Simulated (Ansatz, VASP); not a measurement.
Two plane-wave programs on AlFe3B

File INCAR:

```
SYSTEM = AlFe3B
PREC     = Accurate       ! precision mode
ENCUT    = 520            ! plane-wave cutoff, eV
EDIFF    = 1E-6           ! SCF threshold, eV
ISMEAR   = 0              ! smearing method
SIGMA    = 0.1            ! smearing width, eV
LREAL    = .FALSE.        ! projectors in reciprocal space
LASPH    = .TRUE.         ! aspherical terms in the spheres
NELM     = 150            ! most SCF steps
ALGO     = Normal         ! electronic algorithm
ISIF     = 2              ! what is computed and relaxed
LWAVE    = .FALSE.        ! write WAVECAR
LCHARG   = .FALSE.        ! write CHGCAR
ISPIN    = 2              ! spin polarisation
MAGMOM   = 0 4 4 4 0      ! initial moments
LORBIT   = 11             ! projections on sites
LMAXMIX  = 4              ! l up to which the mixer works
GGA      = PE             ! functional
NBANDS   = 27             ! bands
```

Contents of KPOINTS:

```
regular mesh
0
G
  10 10 10
  0 0 0
```

Contents of POSCAR:

```
AlFe3B
1.0
    3.7397216216      0.0000000000      0.0000000000
    0.0000000000      3.7397216216      0.0000000000
    0.0000000000      0.0000000000      3.7397216216
Al Fe B
1 3 1
Direct
    0.5000000000      0.5000000000      0.5000000000
    0.5000000000      0.0000000000      0.0000000000
    0.0000000000      0.5000000000      0.0000000000
    0.0000000000      0.0000000000      0.5000000000
    0.0000000000      0.0000000000      0.0000000000
```

Input for Ansatz:

```yaml
crystal:
  lattice:
    - [3.7397216216, 0.0, 0.0]
    - [0.0, 3.7397216216, 0.0]
    - [0.0, 0.0, 3.7397216216]
  atoms:
    - { symbol: Al, position: [0.5, 0.5, 0.5] }
    - { symbol: Fe, position: [0.5, 0.0, 0.0], spin: 4.0 }
    - { symbol: Fe, position: [0.0, 0.5, 0.0], spin: 4.0 }
    - { symbol: Fe, position: [0.0, 0.0, 0.5], spin: 4.0 }
    - { symbol: B, position: [0.0, 0.0, 0.0] }
basis:
  ecutwfc: 420
kpoints:
  mp_grid: { grid: [10, 10, 10] }
hamiltonian:
  xc: pbe
scf:
  occupations: { method: gaussian, width: 0.1 }
output:
  forces: true
  stress: true
  eigenvalues: true
  populations: true
magnetization:
  spin_polarized: true
```

Alike in both runs: task single point; functional PBE; k mesh 10 × 10 × 10; occupations gaussian, width 0.1 eV; collinear spin.

|  | VASP | Ansatz |
| --- | --- | --- |
| version | VASP 6.6.1 | Ansatz 0.2.0 |
| potentials or method | VASP PAW PBE potentials, release 64 (Al, Fe, B), cutoff 520 eV | scalar-relativistic, plane waves, PAW |
| valence electrons in the cell | 30 | 54 |

VASP gave:

```
gap on the k mesh at the Fermi level (eV)                     : none
pressure (GPa)                                                : 13.4
net moment per atom (μB)                                      : 0.80
size of the moment on the site where the two differ most (μB) : 1.42
```

Q: Which values does Ansatz return?

A: gap on the k mesh at the Fermi level (eV): none; pressure (GPa): 12.9; net moment per atom (μB): 0.80; size of the moment on the site where the two differ most (μB): 1.31.

Site moments also hang on the region over which each program counts them. A gap of «none» marks a metal or a gap that the smearing closes. With one functional, cell and mesh, what is left measures potentials, basis and numerics. VASP's potentials hold 30 valence electrons a cell and Ansatz's 54, so a difference there can come from the potentials and not from the codes.
